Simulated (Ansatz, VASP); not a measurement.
## HfZrSe3 in VASP and in Ansatz

```
Zr Hf Se
1.0
     5.74017    0.00000    0.00000
    -2.87009    4.97114    0.00000
     0.00000    0.00000    5.18229
Zr Hf Se
1 1 3
Direct
  0.00000 0.00000 0.50000
  0.00000 0.00000 0.00000
  0.50000 0.00000 0.50000
  0.00000 0.50000 0.50000
  0.50000 0.50000 0.50000
```

Alike in both runs: functional PBE; k mesh 3 × 3 × 2; occupations gaussian, width 0.15 eV; no spin polarisation.

Ansatz relaxed the structure, and its values are those at the end. VASP's run is a single point on that final structure, the one shown.

|  | VASP | Ansatz |
| --- | --- | --- |
| version | VASP 6.6.1 | Ansatz 0.2.0 |
| potentials or method | VASP PAW PBE potentials, release 64 (Zr_sv, Hf_pv, Se), cutoff 500 eV | scalar-relativistic, plane waves, PAW |
| valence electrons in the cell | 40 | 86 |

|  | VASP | Ansatz | Ansatz less VASP |
| --- | --- | --- | --- |
| gap on the k mesh at the Fermi level (eV) | none | none | - |
| pressure (GPa) | 0.2 | 0.2 | +0.04 |

A gap of «none» marks a metal or a gap that the smearing closes. The functional is the same, so the differences come from potentials, cutoffs and numerics. VASP's potentials hold 40 valence electrons a cell and Ansatz's 86, so a difference there can come from the potentials and not from the codes.

The k mesh is coarse, so the values compare programs but aren't converged. Spin-orbit coupling is off throughout.
